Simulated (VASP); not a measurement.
# CaF2 in VASP: single point with PBEsol

Aim: the single point of CaF2 with PBEsol.

Everything below comes from runs of VASP 6.6.1. Logs are shortened: lines on timing, memory, paths and dates and some standing lists are left out, and cuts for length are marked.

### Step 1. The cell of the first run

The cell holds a slab with vacuum, 18 atoms: a = 3.833 Å, b = 5.421 Å, c = 24.583 Å, α = 90.00°, β = 90.00°, γ = 90.00°.

### Step 2. Single point, PBEsol

Input file INCAR:

```
ALGO = Normal
DIPOL = 0.5 0.5 0.500
EDIFF = 1E-6
ENCUT = 520
GGA = PS
GGA_COMPAT = False
IDIPOL = 3
ISIF = 2
ISMEAR = 0
LASPH = True
LCHARG = False
LDIPOL = True
LREAL = False
LWAVE = False
NBANDS = 87
NELM = 120
NELMDL = -8
PREC = Accurate
SIGMA = 0.05
```

Input file KPOINTS:

```
k-points
0
Gamma
  7 5 1
```

Input file POSCAR:

```
CaF2
1.0
    3.8330589177      0.0000000000      0.0000000000
    0.0000000000      5.4207639067      0.0000000000
    0.0000000000      0.0000000000     24.5826472942
Ca F
6 12
Direct
    0.5000000000      0.5000000000      0.3121350714
    0.0000000000      0.0000000000      0.3792721208
    0.5000000000      0.5000000000      0.4629243876
    0.0000000000      0.0000000000      0.5370756105
    0.5000000000      0.5000000000      0.6207278770
    0.0000000000      0.0000000000      0.6878649292
    0.0000000000      0.7373984098      0.3048163283
    0.0000000000      0.2626015902      0.3048163283
    0.5000000000      0.2487045480      0.3840438814
    0.5000000000      0.7512954520      0.3840438814
    0.0000000000      0.7498729305      0.4604040426
    0.0000000000      0.2501270695      0.4604040426
    0.5000000000      0.2498729311      0.5395959561
    0.5000000000      0.7501270689      0.5395959561
    0.0000000000      0.7487045492      0.6159561199
    0.0000000000      0.2512954508      0.6159561199
    0.5000000000      0.2373984059      0.6951836735
    0.5000000000      0.7626015941      0.6951836735
```

Potentials or basis: VASP PAW PBE potentials, release 64 (Ca_sv, F).

Launch:

```sh
> cat potpaw_PBE.64/Ca_sv/POTCAR potpaw_PBE.64/F/POTCAR > POTCAR
> mpirun -np 1 vasp_std > vasp.out
```

OUTCAR:

```text
EDIFF = 1E-6
   ENCUT = 520
   GGA = PS
   ISIF = 2
   ISMEAR = 0
   LASPH = True
   LREAL = False
   NELM = 120
   NELMDL = -8
   PREC = Accurate

 ion  position               nearest neighbor table
   1  0.500  0.500  0.312-   9 2.23  10 2.23   7 2.32   8 2.32   7 2.32   8 2.32
   2  0.000  0.000  0.379-   7 2.32   8 2.32   9 2.35  10 2.35   9 2.35  10 2.35  11 2.41  12 2.41

   3  0.500  0.500  0.463-  13 2.32  14 2.32  11 2.35  12 2.35  11 2.35  12 2.35   9 2.37  10 2.37

   4  0.000  0.000  0.537-  11 2.32  12 2.32  13 2.35  14 2.35  13 2.35  14 2.35  15 2.37  16 2.37

   5  0.500  0.500  0.621-  17 2.32  18 2.32  15 2.35  16 2.35  15 2.35  16 2.35  13 2.41  14 2.41

   6  0.000  0.000  0.688-  15 2.23  16 2.23  17 2.32  18 2.32  17 2.32  18 2.32
   7  0.000  0.737  0.305-   1 2.32   1 2.32   2 2.32
   8  0.000  0.263  0.305-   1 2.32   1 2.32   2 2.32
   9  0.500  0.249  0.384-   1 2.23   2 2.35   2 2.35   3 2.37
  10  0.500  0.751  0.384-   1 2.23   2 2.35   2 2.35   3 2.37
  11  0.000  0.750  0.460-   4 2.32   3 2.35   3 2.35   2 2.41
  12  0.000  0.250  0.460-   4 2.32   3 2.35   3 2.35   2 2.41
  13  0.500  0.250  0.540-   3 2.32   4 2.35   4 2.35   5 2.41
  14  0.500  0.750  0.540-   3 2.32   4 2.35   4 2.35   5 2.41
  15  0.000  0.749  0.616-   6 2.23   5 2.35   5 2.35   4 2.37
  16  0.000  0.251  0.616-   6 2.23   5 2.35   5 2.35   4 2.37
  17  0.500  0.237  0.695-   6 2.32   6 2.32   5 2.32
  18  0.500  0.763  0.695-   6 2.32   6 2.32   5 2.32

  LATTYP: Found a simple orthorhombic cell.
 ALAT       =     3.8330589177
 B/A-ratio  =     1.4142135624
 C/A-ratio  =     6.4133236201

  Lattice vectors:

 A1 = (   3.8330589177,   0.0000000000,   0.0000000000)
 A2 = (   0.0000000000,   5.4207639067,   0.0000000000)
 A3 = (   0.0000000000,   0.0000000000,  24.5826472942)

Analysis of symmetry for initial positions (statically):
=====================================================================
 Subroutine PRICEL returns:
 Original cell was already a primitive cell.

 Routine SETGRP: Setting up the symmetry group for a
 simple orthorhombic supercell.

 Subroutine GETGRP returns: Found  8 space group operations
 (whereof  4 operations were pure point group operations)
 out of a pool of  8 trial point group operations.

The static configuration has the point symmetry C_2v.
 The point group associated with its full space group is D_2h.

Analysis of symmetry for dynamics (positions and initial velocities):
=====================================================================
 Subroutine PRICEL returns:
 Original cell was already a primitive cell.

 Routine SETGRP: Setting up the symmetry group for a
 simple orthorhombic supercell.

 Subroutine GETGRP returns: Found  8 space group operations
 (whereof  4 operations were pure point group operations)
 out of a pool of  8 trial point group operations.

The dynamic configuration has the point symmetry C_2v.
 The point group associated with its full space group is D_2h.

 Subroutine INISYM returns: Found  8 space group operations
 (whereof  4 operations are pure point group operations),
 and found     1 'primitive' translations

----------------------------------------------------------------------------------------

                                     Primitive cell

  volume of cell :     510.7809

  direct lattice vectors                    reciprocal lattice vectors
     3.833058918  0.000000000  0.000000000     0.260888241  0.000000000  0.000000000
     0.000000000  5.420763907  0.000000000     0.000000000  0.184475845  0.000000000
     0.000000000  0.000000000 24.582647294     0.000000000  0.000000000  0.040679101

  length of vectors
     3.833058918  5.420763907 24.582647294     0.260888241  0.184475845  0.040679101

  position of ions in fractional coordinates (direct lattice)
     0.500000000  0.500000000  0.312135071
     0.000000000  0.000000000  0.379272121
     0.500000000  0.500000000  0.462924388
     0.000000000  0.000000000  0.537075610
     0.500000000  0.500000000  0.620727877
     0.000000000  0.000000000  0.687864929
[... 10 lines left out ...]
     0.500000000  0.237398406  0.695183673
     0.500000000  0.762601594  0.695183673

  ion indices of the primitive-cell ions
   primitive index   ion index
                 1           1
                 2           2
                 3           3
                 4           4
                 5           5
                 6           6
[... 10 lines left out ...]
                17          17
                18          18

----------------------------------------------------------------------------------------

 KPOINTS: k-points

Automatic generation of k-mesh.
 Grid dimensions read from file:
 generate k-points for:    7    5    1

 Generating k-lattice:

  Cartesian coordinates                     Fractional coordinates (reciprocal lattice)
     0.037269749  0.000000000  0.000000000     0.142857143  0.000000000  0.000000000
     0.000000000  0.036895169  0.000000000     0.000000000  0.200000000  0.000000000
     0.000000000  0.000000000  0.040679101     0.000000000  0.000000000  1.000000000

  Length of vectors
     0.037269749  0.036895169  0.040679101

  Shift w.r.t. Gamma in fractional coordinates (k-lattice)
     0.000000000  0.000000000  0.000000000

 Subroutine IBZKPT returns following result:
 ===========================================

 Found     12 irreducible k-points:

 Following reciprocal coordinates:
            Coordinates               Weight
  0.000000  0.000000  0.000000      1.000000
  0.142857  0.000000  0.000000      2.000000
  0.285714  0.000000  0.000000      2.000000
  0.428571  0.000000  0.000000      2.000000
  0.000000  0.200000  0.000000      2.000000
  0.142857  0.200000  0.000000      4.000000
  0.285714  0.200000  0.000000      4.000000
  0.428571  0.200000  0.000000      4.000000
  0.000000  0.400000  0.000000      2.000000
  0.142857  0.400000  0.000000      4.000000
  0.285714  0.400000  0.000000      4.000000
  0.428571  0.400000  0.000000      4.000000
   k-points           NKPTS =     12   k-points in BZ     NKDIM =     12   number of bands    NBANDS=     87
   number of dos      NEDOS =    301   number of ions     NIONS =     18
   total plane-waves  NPLWV = 230400
   dimension x,y,z NGX =    30 NGY =   40 NGZ =  192
   dimension x,y,z NGXF=    60 NGYF=   80 NGZF=  384
   ions per type =               6  12
   NGX,Y,Z   is equivalent  to a cutoff of  13.01, 12.27, 12.98 a.u.
   NGXF,Y,Z  is equivalent  to a cutoff of  26.02, 24.53, 25.97 a.u.
 SYSTEM =  unknown system
   PREC   = accura    normal or accurate (medium, high low for compatibility)
   ISTART =      0    job   : 0-new  1-cont  2-samecut
   ICHARG =      2    charge: 1-file 2-atom 10-const
   ISPIN  =      1    spin polarized calculation?
   LNONCOLLINEAR =      F non collinear calculations
   LSORBIT =      F    spin-orbit coupling
   LASPH  =      T    aspherical Exc in radial PAW
   ENCUT  =  520.0 eV  38.22 Ry    6.18 a.u.   7.13 10.08 45.71*2*pi/ulx,y,z
   NELM   =    120;   NELMIN=  2; NELMDL= -8     # of ELM steps
   EDIFF  = 0.1E-05   stopping-criterion for ELM
   LREAL  =      F    real-space projection
   EDIFFG = 0.1E-04   stopping-criterion for IOM
   NSW    =      0    number of steps for IOM
   IBRION =     -1    ionic relax: 0-MD 1-quasi-New 2-CG
   NFREE  =      0    steps in history (QN), initial steepest desc. (CG)
   ISIF   =      2    stress and relaxation
   ISYM   =      2    0-nonsym 1-usesym 2-fastsym
   POTIM  = 0.5000    time-step for ionic-motion
   TEBEG  =    0.0;   TEEND  =   0.0 temperature during run
   PSTRESS=    0.0 pullay stress
   NELECT =     144.0000    total number of electrons
   NUPDOWN=      -1.0000    fix difference up-down
   EMIN   =  10.00;   EMAX   =-10.00  energy-range for DOS
   EFERMI =   0.00;   METHOD = LEGACY
   ISMEAR =     0;   SIGMA  =   0.05  broadening in eV -4-tet -1-fermi 0-gaus
   EFERMI_NEDOS =   21; number of points for ismear=-14 and -15
   IALGO  =     38    algorithm
   IMIX   =      4    mixing-type and parameters
     AMIX     =   0.40;   BMIX     =  1.00
     AMIX_MAG =   1.60;   BMIX_MAG =  1.00
  volume/ion in A,a.u.               =      28.38       191.50
  Fermi-wavevector in a.u.,A,eV,Ry     =   1.073456  2.028537 15.678090  1.152307
  Thomas-Fermi vector in A             =   2.209256
   LORBIT       =      0    0 simple, 1 ext, 2 COOP (PROOUT), +10 PAW based schemes
   GGA     = PS    functional components
   LHFCALC =     F    Hartree Fock is set to
   AEXX    =    0.0000 exact exchange contribution
   IVDW    =     0    specifies the selected vdW correction
   LEPSILON=     F    determine dielectric tensor
   LRPA    =     F    only Hartree local field effects (RPA)
 non-spin polarized calculation
 Gauss-broadening in eV      SIGMA  =   0.05
  energy-cutoff  :      520.00
  volume of cell :      510.78
 maximum number of plane-waves:     13799
 NGX is ok and might be reduce to    30
   NGX = 15   NGY = 21   NGZ = 91

 number of electron     144.0000055 magnetization

 dipolmoment           0.000000      0.000000      0.000001 electrons x Angstroem

 Free energy of the ion-electron system (eV)
  ---------------------------------------------------
  ext. energy  EPLUGINS =         0.00000000
  ---------------------------------------------------
  free energy    TOTEN  =      -105.71572322 eV

  energy without entropy =     -105.71572322  energy(sigma->0) =     -105.71572322

 E-fermi :  -3.5515     XC(G=0):  -5.1011

 val. band max:       -3.8018120186   @ k =   0.0000   0.0000   0.0000
 cond. band min:       2.0466191990   @ k =   0.0000   0.0000   0.0000
 fundamental gap:      5.8484312176
 Fermi energy:        -3.5515477609

 k-point     1 :       0.0000    0.0000    0.0000
  band No.  band energies     occupation
      1     -40.4336      2.00000
      2     -40.4336      2.00000
      3     -40.0693      2.00000
      4     -40.0557      2.00000
      5     -40.0421      2.00000
      6     -40.0258      2.00000
[... 1033 lines left out ...]
     83       4.9626      0.00000
     84       4.9694      0.00000
 [bands above 84 left out]

------------------------ aborting loop because EDIFF is reached ----------------------------------------

 vacuum level on the upper side and lower side of the slab       (xc-potential included)        -0.096        -0.096

  FORCE on cell =-STRESS in cart. coord.  units (eV):
  Direction    XX          YY          ZZ          XY          YZ          ZX
  --------------------------------------------------------------------------------------
  -------------------------------------------------------------------------------------
  Total       -4.3667018      1.8185840      0.2719868      0.0000000      0.0000000      0.0000000
  in kB      -13.6971270      5.7043914      0.8531469      0.0000000      0.0000000      0.0000000
  external PRESSURE =      -2.3798629 kB  Pullay stress =       0.0000000 kB

 VOLUME and BASIS-vectors are now :
 -----------------------------------------------------------------------------
  energy-cutoff  :      520.00
  volume of cell :      510.78
      direct lattice vectors                 reciprocal lattice vectors
     3.833058918  0.000000000  0.000000000     0.260888241  0.000000000  0.000000000
     0.000000000  5.420763907  0.000000000     0.000000000  0.184475845  0.000000000
     0.000000000  0.000000000 24.582647294     0.000000000  0.000000000  0.040679101

 POSITION                                       TOTAL-FORCE (eV/Angst)
 -----------------------------------------------------------------------------------
      1.91653      2.71038      7.67311        -0.000000      0.000000     -0.070994
      0.00000      0.00000      9.32351        -0.000000      0.000000      0.010395
      1.91653      2.71038     11.37991        -0.000000      0.000000     -0.007897
      0.00000      0.00000     13.20274        -0.000000      0.000000      0.007897
      1.91653      2.71038     15.25913        -0.000000      0.000000     -0.010395
      0.00000      0.00000     16.90954        -0.000000      0.000000      0.070994
[... 10 lines left out ...]
      1.91653      1.28688     17.08946        -0.000000      0.012073      0.022729
      1.91653      4.13388     17.08946        -0.000000     -0.012073      0.022729
 -----------------------------------------------------------------------------------
    total drift:                                0.000000     -0.000000      0.000201

  FREE ENERGIE OF THE ION-ELECTRON SYSTEM (eV)
  ---------------------------------------------------
  free  energy   TOTEN  =      -105.7157232239 eV

  energy  without entropy=     -105.7157232239  energy(sigma->0) =     -105.71572322

 vacuum level on the upper side and lower side of the slab         2.922         2.922
```

It took 38 min on 1 thread of Oxide Virtual Turin-like, shared host; peak memory 0.71 GiB.

What came out:

```yaml
Free_energy: -105.7157 eV
Largest_force: 0.071 eV/Å
Band_gap_on_the_k_mesh: 5.85 eV
```

Forces on the atoms (eV/Å):
```
Ca   0.000  0.000 -0.071
Ca   0.000  0.000  0.010
Ca   0.000  0.000 -0.008
Ca   0.000  0.000  0.008
Ca   0.000  0.000 -0.010
Ca   0.000  0.000  0.071
F    0.000  0.012 -0.023
F    0.000 -0.012 -0.023
F    0.000 -0.008  0.018
F    0.000  0.008  0.018
F    0.000  0.003 -0.008
F    0.000 -0.003 -0.008
F    0.000  0.003  0.008
F    0.000 -0.003  0.008
F    0.000 -0.008 -0.018
F    0.000  0.008 -0.018
F    0.000  0.012  0.023
F    0.000 -0.012  0.023
```

Levels at points of the mesh, in eV from the valence-band top:
```
           k point  band 70  band 71  band 72  band 73  band 74  band 75
(0.00, 0.00, 0.00)    -0.59     0.00     0.00     5.85     5.92     6.91
```

Caveat: the PAW data sets were made with another functional, which shifts forces and pressure a little.
